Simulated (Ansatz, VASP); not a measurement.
## Two plane-wave programs on Na

File INCAR:

```
PREC = Accurate
ENCUT = 520
EDIFF = 1E-6
ISMEAR = 0
SIGMA = 0.15
LREAL = F
LASPH = T
NELM = 100
ALGO = Normal
ISIF = 2
LWAVE = F
LCHARG = F
GGA = PS
NBANDS = 14
```

File KPOINTS:

```
Automatic mesh
0
Gamma
  12 12 8
```

Contents of POSCAR:

```
Na
1.0
    3.8611760225      0.0000000000      0.0000000000
   -1.9305880113      3.3438765240      0.0000000000
    0.0000000000      0.0000000000      6.1540000000
Na
2
Direct
    0.3333333333      0.6666666667      0.2500000000
    0.6666666667      0.3333333333      0.7500000000
```

Input for Ansatz:

```yaml
crystal:
  lattice:
    - [3.8611760225, 0.0, 0.0]
    - [-1.9305880113, 3.343876524, 0.0]
    - [0.0, 0.0, 6.154]
  atoms:
    - { symbol: Na, position: [0.3333333333, 0.6666666667, 0.25] }
    - { symbol: Na, position: [0.6666666667, 0.3333333333, 0.75] }
basis:
  ecutwfc: 420
kpoints:
  mp_grid: { grid: [12, 12, 8] }
hamiltonian:
  xc: pbesol
scf:
  occupations: { method: gaussian, width: 0.15 }
output:
  forces: true
  stress: true
  eigenvalues: true
```

Change from the starting cell: strain +0.025 along x and y, +0.000 along z, atoms carried along.

Alike in both runs: task single point; functional PBEsol; k mesh 12 × 12 × 8; occupations gaussian, width 0.15 eV; no spin polarisation.

```csv
,VASP,Ansatz
version,VASP 6.6.1,Ansatz 0.2.0
potentials or method,"VASP PAW PBE potentials, release 64 (Na_pv), cutoff 520 eV","scalar-relativistic, plane waves, PAW"
valence electrons in the cell,14,18
```

```tsv
	VASP	Ansatz	Ansatz less VASP
gap on the k mesh at the Fermi level (eV)	none	none	-
pressure (GPa)	-0.6	-0.6	-0.03
traceless stress, the component that is largest in VASP (GPa)	0.10	0.10	0.000
```

VASP's potentials were made for PBE, not for PBEsol. A gap of «none» marks a metal or a gap that the smearing closes. VASP's potentials hold 14 valence electrons a cell and Ansatz's 18, so a difference there can come from the potentials and not from the codes.
